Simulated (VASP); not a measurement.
# Pd (P6_3/mmc) in VASP: a series of runs, part 2 of 2

VASP 6.6.1. Earlier steps stand in the parts before.

**4. Single point, revPBE (14.45 Å³/atom)**

This run uses another cell than the first one, of 14.45 Å³/atom.

Contents of INCAR:

```
PREC = Accurate
ENCUT = 520
EDIFF = 1E-6
ISMEAR = -1
SIGMA = 0.1
LREAL = F
LASPH = T
NELM = 100
ALGO = Normal
ISIF = 2
LWAVE = F
LCHARG = F
GGA = RE
NBANDS = 28
```

Contents of KPOINTS:

```
Automatic mesh
0
Gamma
  15 15 4
```

Contents of POSCAR:

```
Pd
1.0
    2.7257876300      0.0000000000      0.0000000000
   -1.3628938150      2.3606013329      0.0000000000
    0.0000000000      0.0000000000      8.9828464279
Pd
4
Direct
    1.0000000000      1.0000000000      0.0000000000
    1.0000000000      1.0000000000      0.5000000000
    0.3333333333      0.6666666667      0.2500000000
    0.6666666667      0.3333333333      0.7500000000
```

Potentials or basis: VASP PAW PBE potentials, release 64 (Pd).

Command:

```bash
> cat potpaw_PBE.64/Pd/POTCAR > POTCAR
> mpirun -np 1 vasp_std > vasp.out
```

OUTCAR:

```text
PREC = Accurate
   ENCUT = 520
   EDIFF = 1E-6
   ISMEAR = -1
   LREAL = F
   LASPH = T
   NELM = 100
   ISIF = 2
   GGA = RE

 ion  position               nearest neighbor table
   1  0.000  0.000  0.000-   3 2.74   4 2.74   3 2.74   4 2.74   4 2.74   3 2.74
   2  0.000  0.000  0.500-   3 2.74   4 2.74   3 2.74   4 2.74   4 2.74   3 2.74
   3  0.333  0.667  0.250-   1 2.74   2 2.74   1 2.74   2 2.74   1 2.74   2 2.74
   4  0.667  0.333  0.750-   1 2.74   2 2.74   1 2.74   2 2.74   1 2.74   2 2.74

  LATTYP: Found a hexagonal cell.
 ALAT       =     2.7257876300
 C/A-ratio  =     3.2955048768

  Lattice vectors:

 A1 = (   2.7257876300,   0.0000000000,   0.0000000000)
 A2 = (  -1.3628938150,   2.3606013329,   0.0000000000)
 A3 = (   0.0000000000,   0.0000000000,   8.9828464279)

Analysis of symmetry for initial positions (statically):
=====================================================================
 Subroutine PRICEL returns:
 Original cell was already a primitive cell.

 Routine SETGRP: Setting up the symmetry group for a
 hexagonal supercell.

 Subroutine GETGRP returns: Found 24 space group operations
 (whereof 12 operations were pure point group operations)
 out of a pool of 24 trial point group operations.

The static configuration has the point symmetry D_3d.
 The point group associated with its full space group is D_6h.

Analysis of symmetry for dynamics (positions and initial velocities):
=====================================================================
 Subroutine PRICEL returns:
 Original cell was already a primitive cell.

 Routine SETGRP: Setting up the symmetry group for a
 hexagonal supercell.

 Subroutine GETGRP returns: Found 24 space group operations
 (whereof 12 operations were pure point group operations)
 out of a pool of 24 trial point group operations.

The dynamic configuration has the point symmetry D_3d.
 The point group associated with its full space group is D_6h.

 Subroutine INISYM returns: Found 24 space group operations
 (whereof 12 operations are pure point group operations),
 and found     1 'primitive' translations

----------------------------------------------------------------------------------------

                                     Primitive cell

  volume of cell :      57.8001

  direct lattice vectors                    reciprocal lattice vectors
     2.725787630  0.000000000  0.000000000     0.366866439  0.211810437  0.000000000
    -1.362893815  2.360601333  0.000000000     0.000000000  0.423620874  0.000000000
     0.000000000  0.000000000  8.982846428     0.000000000  0.000000000  0.111323288

  length of vectors
     2.725787630  2.725787630  8.982846428     0.423620874  0.423620874  0.111323288

  position of ions in fractional coordinates (direct lattice)
     0.000000000  0.000000000  0.000000000
     0.000000000  0.000000000  0.500000000
     0.333333333  0.666666667  0.250000000
     0.666666667  0.333333333  0.750000000

  ion indices of the primitive-cell ions
   primitive index   ion index
                 1           1
                 2           2
                 3           3
                 4           4

----------------------------------------------------------------------------------------

 KPOINTS: Automatic mesh

Automatic generation of k-mesh.
 Grid dimensions read from file:
 generate k-points for:   15   15    4

 Generating k-lattice:

  Cartesian coordinates                     Fractional coordinates (reciprocal lattice)
     0.024457763  0.014120696  0.000000000     0.066666667 -0.000000000  0.000000000
     0.000000000  0.028241392  0.000000000     0.000000000  0.066666667  0.000000000
     0.000000000  0.000000000  0.027830822     0.000000000  0.000000000  0.250000000

  Length of vectors
     0.028241392  0.028241392  0.027830822

  Shift w.r.t. Gamma in fractional coordinates (k-lattice)
     0.000000000  0.000000000  0.000000000

 Subroutine IBZKPT returns following result:
 ===========================================

 Found     81 irreducible k-points:

 Following reciprocal coordinates:
            Coordinates               Weight
  0.000000  0.000000  0.000000      1.000000
  0.066667  0.000000  0.000000      6.000000
  0.133333  0.000000  0.000000      6.000000
  0.200000  0.000000  0.000000      6.000000
  0.266667  0.000000  0.000000      6.000000
  0.333333  0.000000  0.000000      6.000000
[... 16 lines left out ...]
  0.333333  0.200000  0.000000     12.000000
  0.400000  0.200000  0.000000      6.000000
 [... further k-points ...]
   k-points           NKPTS =     81   k-points in BZ     NKDIM =     81   number of bands    NBANDS=     28
   number of dos      NEDOS =    301   number of ions     NIONS =      4
   total plane-waves  NPLWV =  28000
   dimension x,y,z NGX =    20 NGY =   20 NGZ =   70
   dimension x,y,z NGXF=    40 NGYF=   40 NGZF=  140
   ions per type =               4
   NGX,Y,Z   is equivalent  to a cutoff of  12.20, 12.20, 12.95 a.u.
   NGXF,Y,Z  is equivalent  to a cutoff of  24.40, 24.40, 25.91 a.u.
 SYSTEM =  unknown system
   PREC   = accura    normal or accurate (medium, high low for compatibility)
   ISTART =      0    job   : 0-new  1-cont  2-samecut
   ICHARG =      2    charge: 1-file 2-atom 10-const
   ISPIN  =      1    spin polarized calculation?
   LNONCOLLINEAR =      F non collinear calculations
   LSORBIT =      F    spin-orbit coupling
   LASPH  =      T    aspherical Exc in radial PAW
   ENCUT  =  520.0 eV  38.22 Ry    6.18 a.u.   5.07  5.07 16.70*2*pi/ulx,y,z
   NELM   =    100;   NELMIN=  2; NELMDL= -5     # of ELM steps
   EDIFF  = 0.1E-05   stopping-criterion for ELM
   LREAL  =      F    real-space projection
   EDIFFG = 0.1E-04   stopping-criterion for IOM
   NSW    =      0    number of steps for IOM
   IBRION =     -1    ionic relax: 0-MD 1-quasi-New 2-CG
   NFREE  =      0    steps in history (QN), initial steepest desc. (CG)
   ISIF   =      2    stress and relaxation
   ISYM   =      2    0-nonsym 1-usesym 2-fastsym
   POTIM  = 0.5000    time-step for ionic-motion
   TEBEG  =    0.0;   TEEND  =   0.0 temperature during run
   PSTRESS=    0.0 pullay stress
   NELECT =      40.0000    total number of electrons
   NUPDOWN=      -1.0000    fix difference up-down
   EMIN   =  10.00;   EMAX   =-10.00  energy-range for DOS
   EFERMI =   0.00;   METHOD = LEGACY
   ISMEAR =    -1;   SIGMA  =   0.10  broadening in eV -4-tet -1-fermi 0-gaus
   EFERMI_NEDOS =   21; number of points for ismear=-14 and -15
   IALGO  =     38    algorithm
   IMIX   =      4    mixing-type and parameters
     AMIX     =   0.40;   BMIX     =  1.00
     AMIX_MAG =   1.60;   BMIX_MAG =  1.00
  volume/ion in A,a.u.               =      14.45        97.51
  Fermi-wavevector in a.u.,A,eV,Ry     =   1.448056  2.736429 28.529586  2.096865
  Thomas-Fermi vector in A             =   2.565940
   LORBIT       =      0    0 simple, 1 ext, 2 COOP (PROOUT), +10 PAW based schemes
   GGA     = RE    functional components
   LHFCALC =     F    Hartree Fock is set to
   AEXX    =    0.0000 exact exchange contribution
   IVDW    =     0    specifies the selected vdW correction
   LEPSILON=     F    determine dielectric tensor
   LRPA    =     F    only Hartree local field effects (RPA)
 non-spin polarized calculation
  energy-cutoff  :      520.00
  volume of cell :       57.80
 maximum number of plane-waves:      1580
   NGX = 11   NGY = 11   NGZ = 33

 number of electron      40.0000000 magnetization

 Free energy of the ion-electron system (eV)
  ---------------------------------------------------
  ext. energy  EPLUGINS =         0.00000000
  ---------------------------------------------------
  free energy    TOTEN  =       -18.86508456 eV

  energy without entropy =      -18.61588193  energy(sigma->0) =      -18.74048324

 E-fermi :  10.2398     XC(G=0): -13.2395

 val. band max:       10.2364939123   @ k =   0.4000   0.2000   0.0000
 cond. band min:      10.2410117939   @ k =   0.2667   0.2667   0.0000
 fundamental gap:      0.0045178816
 Fermi energy:        10.2397887857

 k-point     1 :       0.0000    0.0000    0.0000
  band No.  band energies     occupation
      1       2.9400      2.00000
      2       4.6109      2.00000
      3       4.6184      2.00000
      4       4.7614      2.00000
      5       7.2265      2.00000
      6       7.2270      2.00000
[... 20 lines left out ...]
     27      24.8323      0.00000
[... 691 lines left out ...]
      6       6.3549      2.00000
[... 20 lines left out ...]
     27      19.8523      0.00000
     28      21.9044      0.00000

 [... further k-points ...]
[... 5 lines left out ...]
  --------------------------------------------------------------------------------------
  -------------------------------------------------------------------------------------
  Total        5.6247379      5.6247379      5.4992679     -0.0000000      0.0000000      0.0000000
  in kB      155.9136849    155.9136849    152.4357448     -0.0000000      0.0000000      0.0000000
  external PRESSURE =     154.7543715 kB  Pullay stress =       0.0000000 kB

 VOLUME and BASIS-vectors are now :
 -----------------------------------------------------------------------------
  energy-cutoff  :      520.00
  volume of cell :       57.80
      direct lattice vectors                 reciprocal lattice vectors
     2.725787630  0.000000000  0.000000000     0.366866439  0.211810437  0.000000000
    -1.362893815  2.360601333  0.000000000     0.000000000  0.423620874  0.000000000
     0.000000000  0.000000000  8.982846428     0.000000000  0.000000000  0.111323288

 POSITION                                       TOTAL-FORCE (eV/Angst)
 -----------------------------------------------------------------------------------
      0.00000      0.00000      0.00000         0.000000     -0.000000      0.000000
      0.00000      0.00000      4.49142         0.000000     -0.000000      0.000000
     -0.00000      1.57373      2.24571        -0.000000     -0.000000     -0.000000
      1.36289      0.78687      6.73713         0.000000      0.000000     -0.000000
 -----------------------------------------------------------------------------------
    total drift:                                0.000000     -0.000000      0.000000

  FREE ENERGIE OF THE ION-ELECTRON SYSTEM (eV)
  ---------------------------------------------------
  free  energy   TOTEN  =       -18.8650845583 eV

  energy  without entropy=      -18.6158819260  energy(sigma->0) =      -18.74048324
```

OSZICAR:

```text
N       E                     dE             d eps       ncg     rms          rms(c)
DAV:   1     0.268426966415E+03    0.26843E+03   -0.20270E+04  4536   0.140E+03
DAV:   2    -0.127824038620E+02   -0.28121E+03   -0.26834E+03  4772   0.326E+02
DAV:   3    -0.197714242022E+02   -0.69890E+01   -0.68580E+01  5120   0.556E+01
DAV:   4    -0.198339559866E+02   -0.62532E-01   -0.62504E-01  4956   0.512E+00
DAV:   5    -0.198350060867E+02   -0.10501E-02   -0.10501E-02  5012   0.717E-01    0.163E+01
DAV:   6    -0.189276362990E+02    0.90737E+00   -0.23497E+00  4956   0.122E+01    0.831E+00
DAV:   7    -0.189143193156E+02    0.13317E-01   -0.33108E-01  4876   0.449E+00    0.381E+00
DAV:   8    -0.190651243536E+02   -0.15081E+00   -0.20004E+00  4808   0.115E+01    0.471E+00
DAV:   9    -0.188656894287E+02    0.19943E+00   -0.68142E-01  4752   0.756E+00    0.362E-01
DAV:  10    -0.188651283238E+02    0.56110E-03   -0.10503E-02  4928   0.700E-01    0.112E-01
DAV:  11    -0.188651091121E+02    0.19212E-04   -0.10012E-04  4996   0.760E-02    0.822E-02
DAV:  12    -0.188650837878E+02    0.25324E-04   -0.77107E-05  4996   0.659E-02    0.139E-02
DAV:  13    -0.188650841422E+02   -0.35442E-06   -0.10292E-05  4876   0.231E-02    0.822E-03
DAV:  14    -0.188650845583E+02   -0.41616E-06   -0.20881E-06  3008   0.111E-02
   1 F= -.18865085E+02 E0= -.18740483E+02  d E =-.249203E+00
```

It took 2.8 min on 1 thread of Intel Xeon 8259CL, shared host; peak memory 0.24 GiB.

Results:

| Quantity | Value |
| --- | --- |
| Free energy | -18.8651 eV |
| Pressure | 15.5 GPa |
| Band gap on the k mesh | zero (bands 20 and 21 overlap by 0.97 eV) |

Stress tensor (GPa, compression positive):
```
15.59  0.00  0.00
 0.00 15.59  0.00
 0.00  0.00 15.24
```

Levels at points of the mesh, in eV from the Fermi level:
```
           k point  band 17  band 18  band 19  band 20  band 21  band 22  band 23  band 24
(0.00, 0.00, 0.00)    -1.60    -1.12    -1.12    -0.75    -0.75    -0.15    -0.15     0.88
(0.00, 0.00, 0.50)    -1.37    -1.37    -0.99    -0.99    -0.41    -0.41    -0.41    -0.41
```

Caveat: the cell stands under pressure; the PAW data sets were made with another functional, which shifts forces and pressure a little.

**5. The runs side by side**

| cell | k mesh | gap on the mesh (eV) | pressure (GPa) |
| --- | --- | --- | --- |
| a = 2.803, b = 2.803, c = 9.236 Å, angles 90.0, 90.0, 120.0°, 4 atoms | 13 × 13 × 4 | none | -0.2 |
| a = 2.686, b = 2.686, c = 8.851 Å, angles 90.0, 90.0, 120.0°, 4 atoms | 15 × 15 × 4 | none | 27.0 |
| a = 2.726, b = 2.726, c = 8.983 Å, angles 90.0, 90.0, 120.0°, 4 atoms | 15 × 15 × 4 | none | 15.5 |

Alike in all rows: task single point; level revPBE; potentials or basis VASP PAW PBE potentials, release 64 (Pd); no spin polarisation; cutoff (eV) 520; smearing fermi-dirac 0.1 eV.

Caveats: the PAW data sets were made with another functional, which shifts forces and pressure a little; the cell stands under pressure (at least some runs).

Total energies depend on the potentials used, so only differences within one code and one set of settings carry meaning.
